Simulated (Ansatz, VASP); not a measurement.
Two plane-wave programs on ZrO2

```
Zr O
1.0
     7.23483    0.00000    0.00000
     0.00000    5.11580    0.00000
     0.00000    0.00000   23.82142
Zr O
8 16
Direct
  0.25000 0.50000 0.33583
  0.75000 0.50000 0.33583
  0.50000 0.00000 0.41176
  0.00000 0.00000 0.41176
  0.75001 0.50071 0.49680
  0.25001 0.50053 0.49860
  0.99840 0.00077 0.55741
  0.50163 0.00080 0.55740
  0.50000 0.75000 0.33583
  0.00000 0.75000 0.33583
  0.50000 0.25000 0.33583
  0.00000 0.25000 0.33583
  0.75000 0.25000 0.41176
  0.25000 0.25000 0.41176
  0.75000 0.75000 0.41176
  0.25000 0.75000 0.41176
  0.00137 0.74965 0.48878
  0.49864 0.74963 0.48878
  0.00157 0.25157 0.48876
  0.49844 0.25158 0.48876
  0.25001 0.24164 0.56618
  0.75000 0.24216 0.56356
  0.24999 0.75982 0.56611
  0.75002 0.75926 0.56370
```

Alike in both runs: task single point; functional PBE; k mesh 2 × 3 × 1; occupations gaussian, width 0.05 eV; no spin polarisation.

|  | VASP | Ansatz |
| --- | --- | --- |
| version | VASP 6.6.1 | Ansatz 0.2.0 |
| potentials or method | VASP PAW PBE potentials, release 64 (Zr_sv, O), cutoff 520 eV | scalar-relativistic, plane waves, PAW |
| valence electrons in the cell | 192 | 192 |

|  | VASP | Ansatz | Ansatz less VASP |
| --- | --- | --- | --- |
| gap on the k mesh at the Fermi level (eV) | 1.29 | 1.29 | +0.006 |
| least direct gap on the mesh (eV) | 1.29 | 1.29 | +0.006 |
| rms of the force components (eV/Å) | 1.094 | 1.098 | +0.0045 |

Ansatz's warnings: near symmetry operation missed by atoms.

The k mesh is coarse, so the values compare programs but aren't converged.
